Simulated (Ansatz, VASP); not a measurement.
MgS in VASP and in Ansatz

```
Mg S
1.0
     0.00000    2.59087    2.59087
     2.59087    0.00000    2.59087
     2.59087    2.59087    0.00000
Mg S
1 1
Direct
  0.00000 0.00000 0.00000
  0.50000 0.50000 0.50000
```

Alike in both runs: task single point; functional PBEsol; k mesh 6 × 6 × 6; occupations gaussian, width 0.02 eV; no spin polarisation.

|  | VASP | Ansatz |
| --- | --- | --- |
| version | VASP 6.6.1 | Ansatz 0.2.0 |
| potentials or method | VASP PAW PBE potentials, release 64 (Mg, S), cutoff 600 eV | scalar-relativistic, plane waves, PAW |
| valence electrons in the cell | 8 | 16 |

VASP gave:

* gap on the k mesh at the Fermi level (eV): 2.73
* least direct gap on the mesh (eV): 3.69
* pressure (GPa): -0.2

Q: What did Ansatz give for the same quantities?

A: gap on the k mesh at the Fermi level (eV): 2.73; least direct gap on the mesh (eV): 3.69; pressure (GPa): 0.0.

VASP's potentials were made for PBE, not for PBEsol, and Ansatz warns of the same on its side. VASP's potentials hold 8 valence electrons a cell and Ansatz's 16, so a difference there can come from the potentials and not from the codes.
